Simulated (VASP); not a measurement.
# C (P6_3/mmc) in VASP: notebook

Runs on C. Level: revPBE+D4. Tasks: single point.

Everything below comes from runs of VASP 6.6.1. Logs are shortened: lines on timing, memory, paths and dates and some standing lists are left out, and cuts for length are marked.

## (1) The cell of the first run

Symmetry: P6_3/mmc, No. 194, hexagonal system. The conventional cell has a = 2.471 Å, b = 2.471 Å, c = 12.103 Å, α = 90.00°, β = 90.00°, γ = 120.00°. Within 2.0 Å of C (site symmetry 3m) lie 4 C at 1.51 Å. C (site symmetry 3m) has 4 C at 1.51 Å within 2.0 Å. C (site symmetry 3m) has 4 C at 1.51 Å within 2.0 Å.

## (2) Single point, revPBE+D4

File INCAR:

```
PREC = Accurate
ENCUT = 520
EDIFF = 1E-6
ISMEAR = -1
SIGMA = 0.05
LREAL = False
LASPH = True
NELM = 100
ALGO = Normal
ISIF = 2
LWAVE = False
LCHARG = False
GGA = RE
IVDW = 13
NBANDS = 36
```

File KPOINTS:

```
regular mesh
0
Gamma
  12 12 3
```

File POSCAR:

```
C
1.0
    2.4706141248      0.0000000000      0.0000000000
   -1.2353070624      2.1396145950      0.0000000000
    0.0000000000      0.0000000000     12.1034720835
C
12
Direct
    0.6666666667      0.3333333333      0.3541700000
    0.3333333333      0.6666666667      0.8541700000
    0.6666666667      0.3333333333      0.1458300000
    0.3333333333      0.6666666667      0.6458300000
    0.6666666667      0.3333333333      0.4791700000
    0.3333333333      0.6666666667      0.9791700000
    0.6666666667      0.3333333333      0.0208300000
    0.3333333333      0.6666666667      0.5208300000
    0.0000000000      0.0000000000      0.8125000000
    0.0000000000      0.0000000000      0.3125000000
    0.0000000000      0.0000000000      0.6875000000
    0.0000000000      0.0000000000      0.1875000000
```

Potentials or basis: VASP PAW PBE potentials, release 64 (C).

Started as:

```bash
> cat potpaw_PBE.64/C/POTCAR > POTCAR
> mpirun -np 1 vasp_std > vasp.out
```

OUTCAR:

```text
PREC = Accurate
   ENCUT = 520
   EDIFF = 1E-6
   ISMEAR = -1
   LREAL = False
   LASPH = True
   NELM = 100
   ISIF = 2
   GGA = RE
   IVDW = 13

 ion  position               nearest neighbor table
   1  0.667  0.333  0.354-   5 1.51  10 1.51  10 1.51  10 1.51
   2  0.333  0.667  0.854-   6 1.51   9 1.51   9 1.51   9 1.51
   3  0.667  0.333  0.146-   7 1.51  12 1.51  12 1.51  12 1.51
   4  0.333  0.667  0.646-   8 1.51  11 1.51  11 1.51  11 1.51
   5  0.667  0.333  0.479-   8 1.51   8 1.51   8 1.51   1 1.51
   6  0.333  0.667  0.979-   7 1.51   7 1.51   7 1.51   2 1.51
   7  0.667  0.333  0.021-   6 1.51   6 1.51   6 1.51   3 1.51
   8  0.333  0.667  0.521-   5 1.51   5 1.51   5 1.51   4 1.51
   9  0.000  0.000  0.812-  11 1.51   2 1.51   2 1.51   2 1.51
  10  0.000  0.000  0.312-  12 1.51   1 1.51   1 1.51   1 1.51
  11  0.000  0.000  0.688-   9 1.51   4 1.51   4 1.51   4 1.51
  12  0.000  0.000  0.188-  10 1.51   3 1.51   3 1.51   3 1.51

  LATTYP: Found a hexagonal cell.
 ALAT       =     2.4706141248
 C/A-ratio  =     4.8989730780

  Lattice vectors:

 A1 = (   2.4706141248,   0.0000000000,   0.0000000000)
 A2 = (  -1.2353070624,   2.1396145950,   0.0000000000)
 A3 = (   0.0000000000,   0.0000000000,  12.1034720835)

Analysis of symmetry for initial positions (statically):
=====================================================================
 Subroutine PRICEL returns:
 Original cell was already a primitive cell.

 Routine SETGRP: Setting up the symmetry group for a
 hexagonal supercell.

 Subroutine GETGRP returns: Found 24 space group operations
 (whereof 12 operations were pure point group operations)
 out of a pool of 24 trial point group operations.

The static configuration has the point symmetry D_3d.
 The point group associated with its full space group is D_6h.

Analysis of symmetry for dynamics (positions and initial velocities):
=====================================================================
 Subroutine PRICEL returns:
 Original cell was already a primitive cell.

 Routine SETGRP: Setting up the symmetry group for a
 hexagonal supercell.

 Subroutine GETGRP returns: Found 24 space group operations
 (whereof 12 operations were pure point group operations)
 out of a pool of 24 trial point group operations.

The dynamic configuration has the point symmetry D_3d.
 The point group associated with its full space group is D_6h.

 Subroutine INISYM returns: Found 24 space group operations
 (whereof 12 operations are pure point group operations),
 and found     1 'primitive' translations

[... 130 lines left out ...]
   EFERMI_NEDOS =   21; number of points for ismear=-14 and -15
   IALGO  =     38    algorithm
   IMIX   =      4    mixing-type and parameters
     AMIX     =   0.40;   BMIX     =  1.00
     AMIX_MAG =   1.60;   BMIX_MAG =  1.00
  volume/ion in A,a.u.               =       5.33        35.98
  Fermi-wavevector in a.u.,A,eV,Ry     =   1.487551  2.811063 30.107066  2.212807
  Thomas-Fermi vector in A             =   2.600697
   LORBIT       =      0    0 simple, 1 ext, 2 COOP (PROOUT), +10 PAW based schemes
   GGA     = RE    functional components
   LHFCALC =     F    Hartree Fock is set to
   AEXX    =    0.0000 exact exchange contribution
   IVDW    =    13    specifies the selected vdW correction
   LEPSILON=     F    determine dielectric tensor
   LRPA    =     F    only Hartree local field effects (RPA)
 non-spin polarized calculation
  energy-cutoff  :      520.00
  volume of cell :       63.98
 maximum number of plane-waves:      1746
   NGX =  9   NGY =  9   NGZ = 45

 number of electron      47.9999988 magnetization

 Free energy of the ion-electron system (eV)
  ---------------------------------------------------
  ext. energy  EPLUGINS =         0.00000000
  ---------------------------------------------------
  free energy    TOTEN  =      -103.59495963 eV

  energy without entropy =     -103.59495963  energy(sigma->0) =     -103.59495963

 E-fermi :  11.8257     XC(G=0): -13.5073

 val. band max:       10.8421293761   @ k =   0.0000   0.0000   0.0000
 cond. band min:      15.3736445454   @ k =   0.4167  -0.0000   0.0000
 fundamental gap:      4.5315151693
 Fermi energy:        11.8256502727

 k-point     1 :       0.0000    0.0000    0.0000
  band No.  band energies     occupation
      1     -11.6614      2.00000
      2     -10.8835      2.00000
      3     -10.8353      2.00000
      4      -8.5118      2.00000
      5      -8.4873      2.00000
      6      -5.5067      2.00000
[... 925 lines left out ...]
     35      20.4919      0.00000
     36      21.2172      0.00000

 [... further k-points ...]

------------------------ aborting loop because EDIFF is reached ----------------------------------------

  DFT-D4 for vdW energy calculation

  Edisp (eV):   -6.33625

  FORCE on cell =-STRESS in cart. coord.  units (eV):
  Direction    XX          YY          ZZ          XY          YZ          ZX
  --------------------------------------------------------------------------------------
  -------------------------------------------------------------------------------------
  Total       8.36028     8.36028    12.20665     0.00000    -0.00000     0.00000
  in kB     209.35384   209.35384   305.67280     0.00000    -0.00000     0.00000
  external pressure =      241.46 kB  Pullay stress =        0.00 kB

 VOLUME and BASIS-vectors are now :
 -----------------------------------------------------------------------------
  energy-cutoff  :      520.00
  volume of cell :       63.98
      direct lattice vectors                 reciprocal lattice vectors
     2.470614125  0.000000000  0.000000000     0.404757663  0.233686946  0.000000000
    -1.235307062  2.139614595  0.000000000     0.000000000  0.467373892  0.000000000
     0.000000000  0.000000000 12.103472083     0.000000000  0.000000000  0.082620920

 POSITION                                       TOTAL-FORCE (eV/Angst)
 -----------------------------------------------------------------------------------
      1.23531      0.71320      4.28669         0.000000     -0.000000      0.345386
     -0.00000      1.42641     10.33842        -0.000000      0.000000      0.345386
      1.23531      0.71320      1.76505         0.000000     -0.000000     -0.345386
     -0.00000      1.42641      7.81679        -0.000000      0.000000     -0.345386
      1.23531      0.71320      5.79962        -0.000000     -0.000000     -0.024051
     -0.00000      1.42641     11.85136         0.000000     -0.000000     -0.024051
      1.23531      0.71320      0.25212         0.000000      0.000000      0.024051
     -0.00000      1.42641      6.30385         0.000000      0.000000      0.024051
      0.00000      0.00000      9.83407        -0.000000      0.000000      0.372639
      0.00000      0.00000      3.78234         0.000000      0.000000      0.372639
      0.00000      0.00000      8.32114        -0.000000     -0.000000     -0.372639
      0.00000      0.00000      2.26940         0.000000     -0.000000     -0.372639
 -----------------------------------------------------------------------------------
    total drift:                                0.000000     -0.000000      0.000000

  FREE ENERGIE OF THE ION-ELECTRON SYSTEM (eV)
  ---------------------------------------------------
  free  energy   TOTEN  =      -109.9312123924 eV

  energy  without entropy=     -109.9312123923  energy(sigma->0) =     -109.93121239
```

OSZICAR:

```text
N       E                     dE             d eps       ncg     rms          rms(c)
DAV:   1     0.132593786782E+03    0.13259E+03   -0.25603E+04  2736   0.131E+03
DAV:   2    -0.984883810373E+02   -0.23108E+03   -0.21587E+03  3520   0.260E+02
DAV:   3    -0.107681716899E+03   -0.91933E+01   -0.91098E+01  3636   0.464E+01
DAV:   4    -0.107791044522E+03   -0.10933E+00   -0.10897E+00  3608   0.530E+00
DAV:   5    -0.107793493834E+03   -0.24493E-02   -0.24475E-02  3500   0.687E-01    0.150E+01
DAV:   6    -0.104632548898E+03    0.31609E+01   -0.20012E+00  3168   0.677E+00    0.905E+00
DAV:   7    -0.103589625705E+03    0.10429E+01   -0.25789E+00  3196   0.799E+00    0.184E+00
DAV:   8    -0.103594446565E+03   -0.48209E-02   -0.73200E-02  3440   0.128E+00    0.120E-01
DAV:   9    -0.103594805630E+03   -0.35906E-03   -0.11825E-03  3556   0.194E-01    0.452E-02
DAV:  10    -0.103594951334E+03   -0.14570E-03   -0.15135E-04  3268   0.768E-02    0.165E-02
DAV:  11    -0.103594958996E+03   -0.76618E-05   -0.11014E-05  3408   0.204E-02    0.452E-03
DAV:  12    -0.103594959635E+03   -0.63892E-06   -0.37618E-07  2428   0.375E-03
   1 F= -.10993121E+03 E0= -.10993121E+03  d E =-.307710E-10
```

Wall time 2.2 min (1 thread of Intel Xeon 8259CL, shared host); peak memory 0.2 GiB.

Results:

| Quantity | Value |
| --- | --- |
| Free energy | -109.9312 eV |
| Pressure | 24.1 GPa |
| Largest force | 0.373 eV/Å |
| Band gap on the k mesh | 4.53 eV (least direct gap 5.44 eV) |
| Dispersion energy per atom | -0.528 eV |

Forces in eV/Å, atoms in the order of the input:
```
C    0.000  0.000  0.345
C    0.000  0.000  0.345
C    0.000  0.000 -0.345
C    0.000  0.000 -0.345
C    0.000  0.000 -0.024
C    0.000  0.000 -0.024
C    0.000  0.000  0.024
C    0.000  0.000  0.024
C    0.000  0.000  0.373
C    0.000  0.000  0.373
C    0.000  0.000 -0.373
C    0.000  0.000 -0.373
```

Caveat: the stress differs along the axes, from 21 to 31 GPa; the PAW data sets were made with another functional, which shifts forces and pressure a little. A k mesh can miss the band edges.

(Continued in part 2 of 2.)
